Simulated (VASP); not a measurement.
The system is CdS (Greenockite).

```xyz
4
Lattice="4.3320 0.0000 0.0000 -2.1660 3.7516 0.0000 0.0000 0.0000 7.0493" Properties=species:S:1:pos:R:3 pbc="T T T"
Cd    0.0000    2.5011   -0.0056
Cd    2.1660    1.2505    3.5191
S     0.0000    2.5011    2.6491
S     2.1660    1.2505    6.1737
```

This cell differs from its parent crystal: volume scaled by 1.10, then relaxed in part.

Base run:

```yaml
Program: VASP 6.6.1
Functional: PBE
Potentials_or_basis: VASP PAW PBE potentials, release 64 (Cd_sv_GW, S)
Cutoff: 540 eV
k_mesh: 9 × 9 × 4
Occupations: gaussian, width 0.02 eV
Spin: no spin polarisation
```

Its results: band gap on the k mesh 0.88 eV, direct; pressure -5.0 GPa; largest force 0.004 eV/Å.

Task: The run is repeated on the same cell with these changes: potentials or basis from VASP PAW PBE potentials, release 64 (Cd_sv_GW, S) to VASP PAW PBE potentials, release 64 (Cd, S); cutoff from 540 eV to 520 eV; further incar settings from ALGO = Normal; EDIFF = 1e-06; NBANDS = 34 to ALGO = Normal; EDIFF = 1e-06; NBANDS = 26; valence electrons from 52 to 36. What comes out?

Result: Band gap on the k mesh 0.88 eV, direct; pressure -3.9 GPa; largest force 0.004 eV/Å.

